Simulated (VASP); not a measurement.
# F (I4_1/amd) in VASP: notebook, part 2 of 2

VASP 6.6.1. The steps go on from the part before.

## 4. Single point, PBE (8.47 Å³/atom)

This run uses another cell than the first one, of 8.47 Å³/atom.

Contents of INCAR:

```
ALGO     = Normal         # electronic algorithm
EDIFF    = 1E-7           # SCF threshold, eV
ENCUT    = 520            # plane-wave cutoff, eV
GGA      = PE             # functional
ISIF     = 2              # what is computed and relaxed
ISMEAR   = -1             # smearing method
LASPH    = True           # aspherical terms in the spheres
LCHARG   = False          # write CHGCAR
LREAL    = False          # projectors in reciprocal space
LWAVE    = False          # write WAVECAR
NBANDS   = 14             # bands
NELM     = 80             # most SCF steps
PREC     = Accurate       # precision mode
SIGMA    = 0.05           # smearing width, eV
```

Contents of KPOINTS:

```
k-points
0
Gamma
  17 17 17
```

Contents of POSCAR:

```
F
1.0
   -1.8655237818      1.8655237818      1.2162775579
    1.8655237818     -1.8655237818      1.2162775579
    1.8655237818      1.8655237818     -1.2162775579
F
2
Direct
   -0.3750000000     -0.1250000000     -0.2500000000
    0.3750000000      0.1250000000      0.2500000000
```

Potentials or basis: VASP PAW PBE potentials, release 64 (F).

The run is started by

```console
$ cat potpaw_PBE.64/F/POTCAR > POTCAR
$ mpirun -np 1 vasp_std > vasp.out
```

OUTCAR:

```text
EDIFF = 1E-7
   ENCUT = 520
   GGA = PE
   ISIF = 2
   ISMEAR = -1
   LASPH = True
   LREAL = False
   NELM = 80
   PREC = Accurate

 ion  position               nearest neighbor table
   1  0.625  0.875  0.750-
   2  0.375  0.125  0.250-

  LATTYP: Found a body centered tetragonal cell.
 ALAT       =     3.7310475636
 C/A-ratio  =     0.6519764421

  Lattice vectors:

 A1 = (  -1.8655237818,   1.8655237818,   1.2162775579)
 A2 = (   1.8655237818,  -1.8655237818,   1.2162775579)
 A3 = (   1.8655237818,   1.8655237818,  -1.2162775579)

Analysis of symmetry for initial positions (statically):
=====================================================================
 Subroutine PRICEL returns:
 Original cell was already a primitive cell.

 Routine SETGRP: Setting up the symmetry group for a
 body centered tetragonal supercell.

 Subroutine GETGRP returns: Found 16 space group operations
 (whereof  4 operations were pure point group operations)
 out of a pool of 16 trial point group operations.

The static configuration has the point symmetry C_2h.
 The point group associated with its full space group is D_4h.

Analysis of symmetry for dynamics (positions and initial velocities):
=====================================================================
 Subroutine PRICEL returns:
 Original cell was already a primitive cell.

 Routine SETGRP: Setting up the symmetry group for a
 body centered tetragonal supercell.

 Subroutine GETGRP returns: Found 16 space group operations
 (whereof  4 operations were pure point group operations)
 out of a pool of 16 trial point group operations.

The dynamic configuration has the point symmetry C_2h.
 The point group associated with its full space group is D_4h.

 Subroutine INISYM returns: Found 16 space group operations
 (whereof  4 operations are pure point group operations),
 and found     1 'primitive' translations

----------------------------------------------------------------------------------------

[... 122 lines left out ...]
   LRPA    =     F    only Hartree local field effects (RPA)
 non-spin polarized calculation
  energy-cutoff  :      520.00
  volume of cell :       16.93
 maximum number of plane-waves:       473
 NGX is ok and might be reduce to    24
   NGX = 11   NGY = 11   NGZ = 11

 number of electron      13.9999999 magnetization

 Free energy of the ion-electron system (eV)
  ---------------------------------------------------
  ext. energy  EPLUGINS =         0.00000000
  ---------------------------------------------------
  free energy    TOTEN  =        -1.76893280 eV

  energy without entropy =       -1.73982629  energy(sigma->0) =       -1.75437955

 E-fermi :  -0.8827     XC(G=0): -11.1609

 val. band max:       -0.8830833760   @ k =  -0.3529   0.2353   0.0588
 cond. band min:      -0.8798692281   @ k =  -0.4118  -0.4706   0.1765
 fundamental gap:      0.0032141479
 Fermi energy:        -0.8826604553

 k-point     1 :       0.0000    0.0000    0.0000
  band No.  band energies     occupation
      1     -25.0185      2.00000
      2     -20.1652      2.00000
      3      -5.3716      2.00000
      4      -5.3716      2.00000
      5      -1.8426      2.00000
      6      -1.7679      2.00000
      7      -0.6857      0.03818
      8      -0.6857      0.03817
      9      13.0300      0.00000
     10      18.1889      0.00000
     11      26.5341      0.00000
     12      28.8521      0.00000
     13      28.8521      0.00000
     14      33.6166      0.00000
[... 377 lines left out ...]
      1     -24.8972      2.00000
      2     -20.2809      2.00000
      3      -5.4017      2.00000
      4      -5.2105      2.00000
      5      -2.0291      2.00000
      6      -1.8763      2.00000
      7      -0.8603      0.77974
      8      -0.6817      0.03530
      9      13.4138      0.00000
     10      18.4182      0.00000
     11      25.5220      0.00000
     12      28.2639      0.00000
     13      29.5419      0.00000
     14      32.2965      0.00000

 [... further k-points ...]

------------------------ aborting loop because EDIFF is reached ----------------------------------------

  FORCE on cell =-STRESS in cart. coord.  units (eV):
  Direction    XX          YY          ZZ          XY          YZ          ZX
  --------------------------------------------------------------------------------------
  -------------------------------------------------------------------------------------
  Total        2.5917388      2.5917388      2.5742188     -0.0000000     -0.0000000     -0.0000000
  in kB      245.2491726    245.2491726    243.5912987     -0.0000000     -0.0000000     -0.0000000
  external PRESSURE =     244.6965479 kB  Pullay stress =       0.0000000 kB

 VOLUME and BASIS-vectors are now :
 -----------------------------------------------------------------------------
  energy-cutoff  :      520.00
  volume of cell :       16.93
      direct lattice vectors                 reciprocal lattice vectors
    -1.865523782  1.865523782  1.216277558     0.000000000  0.268021241  0.411090377
     1.865523782 -1.865523782  1.216277558     0.268021241  0.000000000  0.411090377
     1.865523782  1.865523782 -1.216277558     0.268021241  0.268021241  0.000000000

 POSITION                                       TOTAL-FORCE (eV/Angst)
 -----------------------------------------------------------------------------------
      1.86552      0.93276      0.91221         0.000000      0.000000     -0.000000
      0.00000      0.93276      0.30407        -0.000000     -0.000000      0.000000
 -----------------------------------------------------------------------------------
    total drift:                               -0.000000      0.000000      0.000000

  FREE ENERGIE OF THE ION-ELECTRON SYSTEM (eV)
  ---------------------------------------------------
  free  energy   TOTEN  =        -1.7689328042 eV

  energy  without entropy=       -1.7398262941  energy(sigma->0) =       -1.75437955
```

stdout:

```text
POSCAR found type information on POSCAR F
 POSCAR found :  1 types and       2 ions
 scaLAPACK will be used
 LDA part: xc-table for (Slater+PW92), standard interpolation
 POSCAR, INCAR and KPOINTS ok, starting setup
 FFT: planning ... GRIDC
 FFT: planning ... GRID_SOFT
 FFT: planning ... GRID
 WAVECAR not read
 entering main loop
```

It took 28 s on 1 thread of Intel Xeon 6975P-C (Granite Rapids), shared host; peak memory 0.18 GiB.

Results:

```yaml
Free_energy: -1.7689 eV
Pressure: 24.5 GPa
Band_gap_on_the_k_mesh: zero (bands 7 and 8 overlap by 1.56 eV)
```

Stress tensor (GPa, compression positive):
```
24.52  0.00  0.00
 0.00 24.52  0.00
 0.00  0.00 24.36
```

Caveat: the cell stands under pressure.

## 5. Single point, PBE (9.59 Å³/atom)

This run uses another cell than the first one, of 9.59 Å³/atom.

Contents of INCAR:

```
PREC = Accurate ; ENCUT = 520
EDIFF = 1E-6 ; ISMEAR = -1
SIGMA = 0.05 ; LREAL = False
LASPH = True ; NELM = 60
ALGO = Normal ; ISIF = 2
LWAVE = False ; LCHARG = False
GGA = PE ; NBANDS = 14
```

Contents of KPOINTS:

```
regular mesh
0
Gamma
  17 17 17
```

Contents of POSCAR:

```
F
1.0
   -1.9149220036      1.9149220036      1.3082470269
    1.9149220036     -1.9149220036      1.3082470269
    1.9149220036      1.9149220036     -1.3082470269
F
2
Direct
   -0.3750000000     -0.1250000000     -0.2500000000
    0.3750000000      0.1250000000      0.2500000000
```

The run is started by

```console
$ cat potpaw_PBE.64/F/POTCAR > POTCAR
$ mpirun -np 1 vasp_std > vasp.out
```

Run time: 27 s. Hardware: 1 thread of Intel Xeon 6975P-C (Granite Rapids), shared host; peak memory 0.19 GiB.

It converged, with:

| Item | Value |
| --- | --- |
| Free energy | -2.0045 eV |
| Pressure | 9.1 GPa |
| Band gap on the k mesh | zero (bands 7 and 8 overlap by 1.23 eV) |

Stress tensor (GPa, compression positive):
```
9.19 0.00 0.00
0.00 9.19 0.00
0.00 0.00 9.01
```

Levels at points of the mesh, in eV from the Fermi level:
```
           k point  band 4  band 5  band 6  band 7  band 8  band 9  band 10  band 11
(0.00, 0.00, 0.00)   -3.87   -1.05   -0.96    0.12    0.12   12.82    19.38    26.18
```

Caveat: the cell stands under pressure.

## 6. Single point, PBE (9.59 Å³/atom)

This run uses another cell than the first one, of 9.59 Å³/atom.

Contents of INCAR:

```
SYSTEM = F
PREC     = Accurate       ! precision mode
ENCUT    = 520            ! plane-wave cutoff, eV
EDIFF    = 1E-6           ! SCF threshold, eV
ISMEAR   = -1             ! smearing method
SIGMA    = 0.05           ! smearing width, eV
LREAL    = .FALSE.        ! projectors in reciprocal space
LASPH    = .TRUE.         ! aspherical terms in the spheres
NELM     = 80             ! most SCF steps
ALGO     = Normal         ! electronic algorithm
ISIF     = 2              ! what is computed and relaxed
LWAVE    = .FALSE.        ! write WAVECAR
LCHARG   = .FALSE.        ! write CHGCAR
GGA      = PE             ! functional
NBANDS   = 14             ! bands
```

Contents of KPOINTS:

```
Automatic mesh
0
G
  17 17 17
  0 0 0
```

POSCAR is that of step 5.

Potentials or basis: VASP PAW PBE potentials, release 64 (F).

The run is started by

```console
$ cat potpaw_PBE.64/F/POTCAR > POTCAR
$ mpirun -np 1 vasp_std > vasp.out
```

Run time: 25 s. Hardware: 1 thread of Intel Xeon 6975P-C (Granite Rapids), shared host; peak memory 0.19 GiB.

The run converged. Its results:

```
Free energy            : -2.0045 eV
Pressure               : 9.1 GPa
Band gap on the k mesh : zero (bands 7 and 8 overlap by 1.23 eV)
```

Stress tensor (GPa, compression positive):
```
9.19 0.00 0.00
0.00 9.19 0.00
0.00 0.00 9.01
```

Levels at points of the mesh, in eV from the Fermi level:
```csv
k point,band 5,band 6,band 7,band 8,band 9,band 10
"(0.00, 0.00, 0.00)",-1.05,-0.96,0.12,0.12,12.82,19.38
```

Caveat: the cell stands under pressure.

## 7. Overview

```tsv
cell	gap on the mesh (eV)	pressure (GPa)
a = 2.649 Å, angles 99.0, 99.0, 133.3°, 2 atoms	none	121.3
a = 2.787 Å, angles 99.5, 99.5, 132.1°, 2 atoms	none	55.6
a = 2.905 Å, angles 100.1, 100.1, 130.5°, 2 atoms	none	24.5
a = 3.008 Å, angles 100.9, 100.9, 128.4°, 2 atoms	none	9.1
```

Alike in all rows: task single point; level PBE; potentials or basis VASP PAW PBE potentials, release 64 (F); no spin polarisation; k mesh 17 × 17 × 17; cutoff (eV) 520; smearing fermi-dirac 0.05 eV.

Caveats: the cell stands under pressure.

Total energies depend on the potentials used, so only differences within one code and one set of settings carry meaning.
